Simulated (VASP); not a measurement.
Write the native input for VASP 6.6.1 that does the following.

```
Task                   : single point
Functional             : PBEsol
Potentials or basis    : VASP PAW PBE potentials, release 64 (Sn_d, O)
Cutoff                 : 520 eV
k mesh                 : 6 × 6 × 8
Occupations            : gaussian, width 0.02 eV
Spin                   : no spin polarisation
Dipole correction      : no
Further INCAR settings : ALGO = Normal; EDIFF = 1e-07; NBANDS = 35
```

The structure of SnO2 lies in POSCAR:

```
SnO2
1.0
    4.7448143682      0.0000000000      0.0000000000
    0.0000000000      4.7462154769      0.0000000000
    0.0000000000      0.0000000000      3.2762187306
Sn O
2 4
Direct
    0.5000000000      0.5000000000      0.5000000000
    0.0000000000      0.0000000000      0.0000000000
    0.3062100026      0.3063470806      0.0000000000
    0.8062100026      0.1936529194      0.5000000000
    0.1937899974      0.8063470806      0.5000000000
    0.6937899974      0.6936529194      0.0000000000
```

This cell differs from its parent crystal: uniaxial strain along c: +2.0 %.

The input as run:

INCAR

```
SYSTEM = SnO2
PREC = Accurate
ENCUT = 520
EDIFF = 1E-7
ISMEAR = 0
SIGMA = 0.02
LREAL = .False.
LASPH = .True.
NELM = 60
ALGO = Normal
ISIF = 2
LWAVE = .False.
LCHARG = .False.
GGA = PS
NBANDS = 35
```

KPOINTS

```
Automatic mesh
0
Gamma
  6 6 8
  0 0 0
```

Potentials or basis: VASP PAW PBE potentials, release 64 (Sn_d, O).

Command:

```sh
$ cat potpaw_PBE.64/Sn_d/POTCAR potpaw_PBE.64/O/POTCAR > POTCAR
$ mpirun -np 1 vasp_std > vasp.out
```

Results of the run:

```
Pressure               : -2.2 GPa
Largest force          : 0.089 eV/Å
Band gap on the k mesh : 0.72 eV
```

Caveat: the cell differs from its parent crystal (uniaxial strain along c: +2.0 %); the PAW data sets were made with another functional, which shifts forces and pressure a little; spin-orbit coupling is left out, which moves the levels of the heavy elements.

It took 4.5 min on 1 thread of Intel Xeon 8259CL (shared host), peak memory 0.28 GiB.
